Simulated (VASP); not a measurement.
Write the native input for VASP 6.6.1 that does the following.

```yaml
Task: single point
Functional: r2SCAN
Potentials_or_basis: VASP PAW PBE potentials, release 64 (P, B)
Cutoff: 520 eV
k_mesh: 10 × 10 × 10
Occupations: fermi-dirac, width 0.05 eV
Spin: no spin polarisation
Dipole_correction: no
Further_INCAR_settings: ALGO = Normal; EDIFF = 1e-07; NBANDS = 11
```

BP:

```
P B
1.0
     0.00000    2.28403    2.28403
     2.28403    0.00000    2.28403
     2.28403    2.28403    0.00000
P B
1 1
Direct
  0.75000 0.75000 0.75000
  0.00000 0.00000 0.00000
```

One way to write it, as run:

POSCAR

```
BP
1.0
    0.0000000000      2.2840269280      2.2840269280
    2.2840269280      0.0000000000      2.2840269280
    2.2840269280      2.2840269280      0.0000000000
P B
1 1
Direct
    0.7500000000      0.7500000000      0.7500000000
    0.0000000000      0.0000000000      0.0000000000
```

INCAR.step1

```
PREC = Accurate
ENCUT = 520
ISMEAR = -1
SIGMA = 0.05
LREAL = False
LASPH = True
NELM = 60
NBANDS = 11
GGA = PE
ALGO = Normal
EDIFF = 1E-4
LWAVE = True
LCHARG = False
```

INCAR.step2

```
PREC = Accurate
ENCUT = 520
EDIFF = 1E-7
ISMEAR = -1
SIGMA = 0.05
LREAL = False
LASPH = True
NELM = 60
ALGO = Normal
ISIF = 2
LWAVE = False
LCHARG = False
METAGGA = R2SCAN
LMIXTAU = True
NBANDS = 11
ISTART = 1
```

KPOINTS

```
regular mesh
0
Gamma
  10 10 10
```

Potentials or basis: VASP PAW PBE potentials, release 64 (P, B).

The run is started by

```console
$ cat potpaw_PBE.64/P/POTCAR potpaw_PBE.64/B/POTCAR > POTCAR
$ cp INCAR.step1 INCAR
$ mpirun -np 1 vasp_std > vasp.out
$ cp INCAR.step2 INCAR
$ mpirun -np 1 vasp_std > vasp.out
```

Results of the run:

```json
{"Pressure": "-3.9 GPa", "Band gap on the k mesh": "1.47 eV, indirect (least direct gap 3.61 eV)"}
```

Caveat: the PAW data sets were made with another functional, which shifts forces and pressure a little.

Wall time 23 s on 1 thread of Intel(R) Xeon(R) Platinum 8488C (Sapphire Rapids), with other jobs on the host, peak memory 0.14 GiB.
